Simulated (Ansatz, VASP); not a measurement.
Pb: VASP beside Ansatz

INCAR

```
SYSTEM = Pb
PREC = Accurate ; ENCUT = 400
EDIFF = 1E-6 ; ISMEAR = 0
SIGMA = 0.1 ; LREAL = .False.
LASPH = .True. ; NELM = 120
ALGO = Normal ; ISIF = 2
LWAVE = .False. ; LCHARG = .False.
GGA = PE ; NBANDS = 21
GGA_COMPAT = .False.
```

The input KPOINTS:

```
Automatic mesh
0
Gamma
  8 6 8
  0 0 0
```

Contents of POSCAR:

```
Pb
1.0
    4.3097531800      0.0000000000      0.0000000000
    0.0000000000      0.0000000000     -4.4504935700
   -2.1548765900      6.1339473500      0.0000000000
Pb
2
Direct
    0.3682392700      0.2500000000      0.7364785400
    0.6317607300      0.7500000000      0.2635214600
```

Input for Ansatz:

```yaml
crystal:
  lattice:
    - [4.30975318, 0.0, 0.0]
    - [0.0, 0.0, -4.45049357]
    - [-2.15487659, 6.13394735, 0.0]
  atoms:
    - { symbol: Pb, position: [0.36823927, 0.25, 0.73647854] }
    - { symbol: Pb, position: [0.63176073, 0.75, 0.26352146] }
basis:
  ecutwfc: 420
  fft_grid_basis: typed
kpoints:
  mp_grid: { grid: [8, 6, 8] }
hamiltonian:
  xc: pbe
  pseudopotentials: { kind: paw }
scf:
  occupations: { method: gaussian, width: 0.1 }
output:
  forces: true
  stress: true
  eigenvalues: true
  bader: true
  write_density: true
  volumetric_format: npy
```

Alike in both runs: task single point; functional PBE; k mesh 8 × 6 × 8; occupations gaussian, width 0.1 eV; no spin polarisation.

|  | VASP | Ansatz |
| --- | --- | --- |
| version | VASP 6.6.1 | Ansatz 0.2.0 |
| potentials or method | VASP PAW PBE potentials, release 64 (Pb_d), cutoff 400 eV | scalar-relativistic, plane waves, PAW |
| valence electrons in the cell | 28 | 28 |

|  | VASP | Ansatz | Ansatz less VASP |
| --- | --- | --- | --- |
| gap on the k mesh at the Fermi level (eV) | none | none | - |
| rms of the force components (eV/Å) | 0.131 | 0.130 | -0.0003 |

Atom by atom the forces differ by 0.000 eV/Å (rms over components). A gap of «none» marks a metal or a gap that the smearing closes. With one functional, cell and mesh, what is left measures potentials, basis and numerics.

Neither program's run includes spin-orbit coupling.
